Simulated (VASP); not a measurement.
Ta, 1 atom in the cell. Symmetry: Im-3m, No. 229, cubic system. The conventional cell has a = 3.303 Å, b = 3.303 Å, c = 3.303 Å, α = 90.00°, β = 90.00°, γ = 90.00°. Within 3.8 Å of Ta (site symmetry m-3m) lie 14 Ta at 2.86 to 3.30 Å. 

```yaml
Program: VASP 6.6.1
Task: equation of state
Functional: optB86b-vdW
Potentials_or_basis: VASP PAW PBE potentials, release 64 (Ta_pv)
Cutoff: 290 eV
k_mesh: 15 × 15 × 15
Occupations: methfessel-paxton, width 0.1 eV
Spin: no spin polarisation
Tolerance_level: screening
Purpose: equation of state
Eos_scales: "[0.92, 0.96, 1.0, 1.04, 1.08]"
Further_INCAR_settings: ALGO = Normal; EDIFF = 1e-06; NSW = 0
```

Potentials or basis: VASP PAW PBE potentials, release 64 (Ta_pv).

Command:

```sh
$ cat potpaw_PBE.64/Ta_pv/POTCAR > POTCAR
$ cp POSCAR.step1 POSCAR
$ mpirun -np 1 vasp_std > vasp.out
$ cp POSCAR.step2 POSCAR
$ mpirun -np 1 vasp_std > vasp.out
$ cp POSCAR.step3 POSCAR
$ mpirun -np 1 vasp_std > vasp.out
$ cp POSCAR.step4 POSCAR
$ mpirun -np 1 vasp_std > vasp.out
$ cp POSCAR.step5 POSCAR
$ mpirun -np 1 vasp_std > vasp.out
```

Hardware: 1 thread of Intel(R) Xeon(R) Platinum 8259CL CPU @ 2.50GHz (Skylake/Cascade Lake), on a shared host.

How long does it take, and how much memory?

Run time: 52 s on 1 thread of Intel(R) Xeon(R) Platinum 8259CL CPU @ 2.50GHz (Skylake/Cascade Lake) (shared host), peak memory 0.2 GiB. Counts: k points 120.
